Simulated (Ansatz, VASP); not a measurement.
# One calculation of CdSb2C, two programs

```xyz
4
Lattice="3.8334 0.0000 0.0000 0.0000 3.8334 0.0000 0.0000 0.0000 6.6035" Properties=species:S:1:pos:R:3 pbc="T T T"
Cd    0.0000    0.0000    0.0000
Sb    0.0000    1.9167    2.0564
Sb    1.9167    0.0000    4.5472
C     1.9167    1.9167    3.3018
```

Alike in both runs: task single point; functional PBE; k mesh 4 × 4 × 4; occupations fermi-dirac, width 0.02 eV; no spin polarisation.

```csv
,VASP,Ansatz
version,VASP 6.6.1,Ansatz 0.2.0
potentials or method,"VASP PAW PBE potentials, release 64 (Cd, Sb, C)","plane waves, PAW"
plane-wave cutoff (eV),520,420
valence electrons in the cell,26,54
```

|  | VASP | Ansatz | Ansatz less VASP |
| --- | --- | --- | --- |
| pressure (GPa) | 1.5 | 1.4 | -0.09 |
| rms of the force components (eV/Å) | 0.235 | 0.233 | -0.0022 |

VASP's potentials hold 26 valence electrons a cell and Ansatz's 54, so a difference there can come from the potentials and not from the codes.

The k mesh is coarse, so the values compare programs but aren't converged. Spin-orbit coupling is off throughout.
